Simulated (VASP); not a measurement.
Al3Cu: single point with r2SCAN

The system is Al3Cu.

```
CELL_PARAMETERS angstrom
2.77378 0.00000 0.00000
0.00000 2.77378 0.00000
0.00000 0.00000 7.59186
ATOMIC_POSITIONS crystal
Al 0.00000 0.00000 0.49671
Al 0.50000 0.50000 0.21935
Al 0.50000 0.50000 0.77406
Cu 0.00000 0.00000 0.00000
```

This cell differs from its parent crystal: all Al atoms moved +0.025 Å, as atom 1 towards its neighbour atom 4 (Cu) at 3.796 Å.

```
Program             : VASP 6.6.1
Task                : single point
Functional          : r2SCAN
Potentials or basis : VASP PAW PBE potentials, release 64 (Al, Cu)
Cutoff              : 520 eV
k mesh              : 18 × 18 × 6
Occupations         : gaussian, width 0.15 eV
Spin                : no spin polarisation
```

| Property | Result |
| --- | --- |
| Pressure | -0.2 GPa |
| Largest force | 0.158 eV/Å |
| Band gap on the k mesh | zero (band 10 reaches 12.93 eV, above the bottom of band 11 at 6.56 eV) |

Forces in eV/Å, atoms in the order of the input:
```
Al   0.000  0.000  0.013
Al   0.000  0.000  0.134
Al   0.000  0.000  0.011
Cu   0.000  0.000 -0.158
```

Levels at points of the mesh, in eV from the Fermi level:
| k point | band 6 | band 7 | band 8 | band 9 | band 10 | band 11 | band 12 | band 13 | band 14 | band 15 |
| --- | --- | --- | --- | --- | --- | --- | --- | --- | --- | --- |
| (0.00, 0.00, 0.00) | -3.78 | -3.78 | -3.39 | -1.99 | 0.54 | 6.66 | 7.16 | 7.16 | 8.30 | 9.65 |
| (0.50, 0.00, 0.00) | -4.38 | -3.88 | -3.83 | -3.68 | -2.47 | -1.95 | 2.77 | 4.05 | 4.31 | 5.48 |
| (0.50, 0.50, 0.00) | -2.72 | -2.72 | -0.49 | -0.34 | 0.13 | 0.13 | 0.48 | 0.48 | 0.66 | 2.52 |
| (0.00, 0.00, 0.50) | -3.78 | -3.78 | -3.74 | -3.39 | 4.30 | 5.86 | 6.66 | 7.74 | 7.74 | 7.88 |
| (0.50, 0.00, 0.50) | -4.48 | -3.88 | -3.68 | -2.79 | -1.11 | -1.05 | 0.07 | 0.91 | 9.12 | 9.12 |
| (0.50, 0.50, 0.50) | -1.96 | -1.96 | -1.80 | -1.80 | -0.52 | -0.52 | 0.61 | 1.94 | 3.42 | 3.42 |

It took 18 min on 1 thread of AMD EPYC 7R43 64-Core Processor (Zen 3), with other jobs on the host, peak memory 0.31 GiB.

Caveat: the cell differs from its parent crystal (all Al atoms moved +0.025 Å, as atom 1 towards its neighbour atom 4 (Cu) at 3.796 Å); the PAW data sets were made with another functional, which shifts forces and pressure a little.
